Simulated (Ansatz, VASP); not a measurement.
Two plane-wave programs on ZrNb2N3

```xyz
6
Lattice="4.2909 0.0000 0.0000 -2.1455 3.7160 0.0000 0.0000 0.0000 5.2751" Properties=species:S:1:pos:R:3 pbc="T T T"
Zr    0.0000    0.0000    2.6376
Nb    2.1455    1.2387    0.0000
Nb    0.0000    2.4774    0.0000
N     0.0000    2.4774    3.2619
N     0.0000    2.4774    2.0132
N     0.0000    0.0000    0.0000
```

Alike in both runs: functional PBE; k mesh 4 × 4 × 2; occupations gaussian, width 0.15 eV; no spin polarisation.

Ansatz relaxed the structure, and its values are those at the end. VASP's run is a single point on that final structure, the one shown.

```csv
,VASP,Ansatz
version,VASP 6.6.1,Ansatz 0.2.0
potentials or method,"VASP PAW PBE potentials, release 64 (Zr_sv, Nb_sv, N_h), cutoff 1330 eV","scalar-relativistic, plane waves, PAW"
valence electrons in the cell,53,53
```

|  | VASP | Ansatz | Ansatz less VASP |
| --- | --- | --- | --- |
| gap on the k mesh at the Fermi level (eV) | none | none | - |
| pressure (GPa) | 0.0 | 0.2 | +0.19 |
| rms of the force components (eV/Å) | 0.023 | 0.010 | -0.0135 |

A gap of «none» marks a metal or a gap that the smearing closes.

The k mesh is coarse, so the values compare programs but aren't converged.
